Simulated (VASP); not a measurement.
Set up this calculation in VASP 6.6.1, as the native input.

```
Task                   : relaxation of cell and atoms
Functional             : PBE
Potentials or basis    : VASP PAW PBE potentials, release 64 (Mg, H)
Cutoff                 : 600 eV
k mesh                 : 5 × 5 × 3
Occupations            : gaussian, width 0.15 eV
Spin                   : no spin polarisation
Dipole correction      : no
Further INCAR settings : ALGO = Normal; EDIFF = 1e-07; IBRION = 2; EDIFFG = -0.08; NSW = 36; ISIF = 3
```

The structure of MgH2 lies in POSCAR:

```
MgH2
1.0
    2.5907756900      0.0000000000      0.0000000000
    0.0000000000      2.5907756900      0.0000000000
    0.0000000000      0.0000000000      4.7625305000
Mg H
1 2
Direct
    0.0000000000      0.0000000000      0.5000000000
    0.0000000000      0.0000000000      0.1719337200
    0.0000000000      0.0000000000      0.8280662800
```

These files were run (other wordings do the same):

INCAR

```
PREC = Accurate
ENCUT = 600
EDIFF = 1E-7
ISMEAR = 0
SIGMA = 0.15
LREAL = False
LASPH = True
NELM = 120
ALGO = Normal
ISIF = 3
LWAVE = False
LCHARG = False
GGA = PE
IBRION = 2
NSW = 36
EDIFFG = -0.08
GGA_COMPAT = False
NELMIN = 4
```

KPOINTS

```
Automatic mesh
0
Gamma
  5 5 3
```

Potentials or basis: VASP PAW PBE potentials, release 64 (Mg, H).

Command:

```console
$ cat potpaw_PBE.64/Mg/POTCAR potpaw_PBE.64/H/POTCAR > POTCAR
$ mpirun -np 1 vasp_std > vasp.out
```

Results of the run:

```json
{
  "Relaxed volume": "17.35 Å³/atom",
  "Relaxed cell": "a = 2.941 Å, b = 2.941 Å, c = 6.021 Å, α = 90.00°, β = 90.00°, γ = 90.00°",
  "Space group after relaxing (to 0.05 Å)": "P4/mmm (No. 123)",
  "Energy gained by relaxing": "907.8 meV/atom",
  "Ionic steps": "19",
  "Pressure after relaxing": "0.0 GPa",
  "Largest force after relaxing": "0.066 eV/Å",
  "Band gap on the k mesh": "zero (band 2 reaches 0.53 eV, above the bottom of band 3 at -0.88 eV)"
}
```

Caveat: the k points lie up to 0.43 Å⁻¹ apart in the final cell; the volume moved by over 15 % at a fixed basis, so the end points are rough; the relaxation stopped at a loose force limit of 0.08 eV/Å, so its end isn't a converged minimum.

It took 75 s on 1 thread of Intel(R) Xeon(R) Platinum 8488C (Sapphire Rapids), on a shared host, peak memory 0.16 GiB.
